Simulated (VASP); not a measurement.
Wanted: the native input for a VASP 6.6.1 run.

| Item | Value |
| --- | --- |
| Task | single point |
| Functional | PBEsol |
| Potentials or basis | VASP PAW PBE potentials, release 64 (W_sv, Se) |
| Cutoff | 520 eV |
| k mesh | 9 × 9 × 2 |
| Occupations | gaussian, width 0.05 eV |
| Spin | no spin polarisation |
| Dipole correction | no |
| Further INCAR settings | ALGO = Normal; EDIFF = 1e-07; NBANDS = 35 |

The structure of WSe2 lies in POSCAR:

```
WSe2
1.0
   -3.2711504052      0.0000000000      0.0000000000
   -1.6355752026     -2.8328993505      0.0000000000
    0.0000000000      0.0000000000     13.9706689562
W Se
2 4
Direct
    0.3333333333      0.3333333333      0.7097370747
    0.6666666667      0.6666666667      0.2365790249
    0.3333333333      0.3333333333      0.1167623296
    0.6666666667      0.6666666667      0.5899203795
    0.3333333333      0.3333333333      0.3563957202
    0.6666666667      0.6666666667      0.8295537700
```

These files were run (other wordings do the same):

INCAR

```
SYSTEM = WSe2
PREC = Accurate
ENCUT = 520
EDIFF = 1E-7
ISMEAR = 0
SIGMA = 0.05
LREAL = .FALSE.
LASPH = .TRUE.
NELM = 80
ALGO = Normal
ISIF = 2
LWAVE = .FALSE.
LCHARG = .TRUE.
GGA = PS
LELF = .TRUE.
LVHAR = .TRUE.
NBANDS = 35
```

KPOINTS

```
regular mesh
0
G
  9 9 2
  0 0 0
```

Potentials or basis: VASP PAW PBE potentials, release 64 (W_sv, Se).

Run with:

```console
$ cat potpaw_PBE.64/W_sv/POTCAR potpaw_PBE.64/Se/POTCAR > POTCAR
$ mpirun -np 1 vasp_std > vasp.out
```

Results of the run:

```json
{
  "Pressure": "0.3 GPa",
  "Largest force": "0.068 eV/Å",
  "Band gap on the k mesh": "1.32 eV, indirect (least direct gap 1.62 eV)"
}
```

Caveat: the PAW data sets were made with another functional, which shifts forces and pressure a little; spin-orbit coupling is left out, which moves the levels of the heavy elements; this functional lacks dispersion, which binds the layers, so the pressure and a relaxed spacing across them are unreliable.

It took 43 s on 1 thread of Intel(R) Xeon(R) 6975P-C (Granite Rapids), on a shared host, peak memory 0.28 GiB.
